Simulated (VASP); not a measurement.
A run of VASP 6.6.1:

INCAR

```
SYSTEM = InP
  ALGO = Normal
  EDIFF = 1E-7
  ENCUT = 520
  GGA = PE
  ISIF = 2
  ISMEAR = -1
  LASPH = .True.
  LCHARG = .False.
  LREAL = .False.
  LWAVE = .False.
  NBANDS = 16
  NELM = 80
  PREC = Accurate
  SIGMA = 0.02
```

File KPOINTS:

```
k-points
0
Gamma
  13 13 13
  0 0 0
```

Contents of POSCAR:

```
InP
1.0
    0.0000000000      2.8946917601      2.8946917601
    2.8946917601      0.0000000000      2.8946917601
    2.8946917601      2.8946917601      0.0000000000
In P
1 1
Direct
    0.0000000000      0.0000000000      0.0000000000
    0.2500000000      0.2500000000      0.2500000000
```

Potentials or basis: VASP PAW PBE potentials, release 64 (In_d, P).

The run is started by

```sh
$ cat potpaw_PBE.64/In_d/POTCAR potpaw_PBE.64/P/POTCAR > POTCAR
$ mpirun -np 1 vasp_std > vasp.out
```

Hardware: 1 thread of Intel(R) Xeon(R) Platinum 8259CL CPU @ 2.50GHz (Skylake/Cascade Lake), on a shared host.

**Question.** Estimate the wall time of this run.

**Answer.** Run time: 56 s on 1 thread of Intel(R) Xeon(R) Platinum 8259CL CPU @ 2.50GHz (Skylake/Cascade Lake), on a shared host, peak memory 0.21 GiB. Counts: scf iterations 14, k points 84.
